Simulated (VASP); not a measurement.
GaTe3O2, 6 atoms in the cell. It takes space group P4mm (No. 99, tetragonal). Conventional cell: a = 5.464 Å, b = 5.464 Å, c = 5.786 Å, α = 90.00°, β = 90.00°, γ = 90.00°. Ga (site symmetry 4mm) has 4 Te at 2.74 Å and 4 O at 3.51 Å within 3.6 Å. Te (site symmetry 2mm) has 1 O at 1.96 Å within 2.6 Å. Te (site symmetry 4mm) has 4 O at 2.73 Å and 4 Te at 3.32 Å within 3.6 Å. Within 2.6 Å of O (site symmetry 2mm) lie 1 Te at 1.96 Å. The cell was generated, and may not be a known phase.

| Quantity | Value |
| --- | --- |
| Program | VASP 6.6.1 |
| Task | single point |
| Functional | PBE |
| Potentials or basis | VASP PAW PBE potentials, release 64 (Ga_d, Te, O) |
| Cutoff | 520 eV |
| k mesh | 4 × 4 × 4 |
| Occupations | gaussian, width 0.1 eV |
| Spin | no spin polarisation |
| Dipole correction | no |
| Further INCAR settings | ALGO = Normal; EDIFF = 1e-06; NBANDS = 30 |

Potentials or basis: VASP PAW PBE potentials, release 64 (Ga_d, Te, O).

Run with:

```sh
$ cat potpaw_PBE.64/Ga_d/POTCAR potpaw_PBE.64/Te/POTCAR potpaw_PBE.64/O/POTCAR > POTCAR
$ mpirun -np 1 vasp_std > vasp.out
```

Hardware: 1 thread of Intel(R) Xeon(R) 6975P-C (Granite Rapids) (shared host).

Question: How long does it take, and how much memory?

Answer: Wall time 58 s on 1 thread of Intel(R) Xeon(R) 6975P-C (Granite Rapids) (shared host), peak memory 0.32 GiB. Counts: scf iterations 17, k points 18.
